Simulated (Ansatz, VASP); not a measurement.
# Re: VASP beside Ansatz

File INCAR:

```
ALGO     = Normal         # electronic algorithm
EDIFF    = 1E-6           # SCF threshold, eV
ENCUT    = 520            # plane-wave cutoff, eV
GGA      = PE             # functional
ISIF     = 2              # what is computed and relaxed
ISMEAR   = 0              # smearing method
LASPH    = T              # aspherical terms in the spheres
LCHARG   = F              # write CHGCAR
LREAL    = F              # projectors in reciprocal space
LWAVE    = F              # write WAVECAR
NBANDS   = 10             # bands
NELM     = 100            # most SCF steps
PREC     = Accurate       # precision mode
SIGMA    = 0.1            # smearing width, eV
```

Contents of KPOINTS:

```
k-points
0
Gamma
  8 8 6
```

The input POSCAR:

```
Re
1.0
    2.5609285754      0.0000000000      0.0000000000
    0.0000000000      2.5609285754      0.0000000000
    0.0000000000      0.0000000000      2.6239164403
Re
1
Direct
    0.0000000000      0.0000000000      0.0000000000
```

Input for Ansatz:

```yaml
crystal:
  lattice:
    - [2.5609285754, 0.0, 0.0]
    - [0.0, 2.5609285754, 0.0]
    - [0.0, 0.0, 2.6239164403]
  atoms:
    - { symbol: Re, position: [0.0, 0.0, 0.0] }
basis:
  ecutwfc: 420
kpoints:
  mp_grid: { grid: [8, 8, 6] }
hamiltonian:
  xc: pbe
scf:
  occupations: { method: gaussian, width: 0.1 }
  lower_state_search: "off"
output:
  forces: true
  stress: true
  eigenvalues: true
```

Alike in both runs: task single point; functional PBE; k mesh 8 × 8 × 6; occupations gaussian, width 0.1 eV; no spin polarisation.

```csv
,VASP,Ansatz
version,VASP 6.6.1,Ansatz 0.2.0
potentials or method,"VASP PAW PBE potentials, release 64 (Re), cutoff 520 eV","scalar-relativistic, plane waves, PAW"
valence electrons in the cell,7,15
```

VASP gave:

```
gap on the k mesh at the Fermi level (eV)                     : none
pressure (GPa)                                                : -1.9
traceless stress, the component that is largest in VASP (GPa) : -5.73
```

Q: What did Ansatz give for the same quantities?

A: gap on the k mesh at the Fermi level (eV): none; pressure (GPa): -0.9; traceless stress, the component that is largest in VASP (GPa): -6.20.

A gap of «none» marks a metal or a gap that the smearing closes. VASP's potentials hold 7 valence electrons a cell and Ansatz's 15, so a difference there can come from the potentials and not from the codes.

The k mesh is coarse, so the values compare programs but aren't converged. Spin-orbit coupling is off throughout.
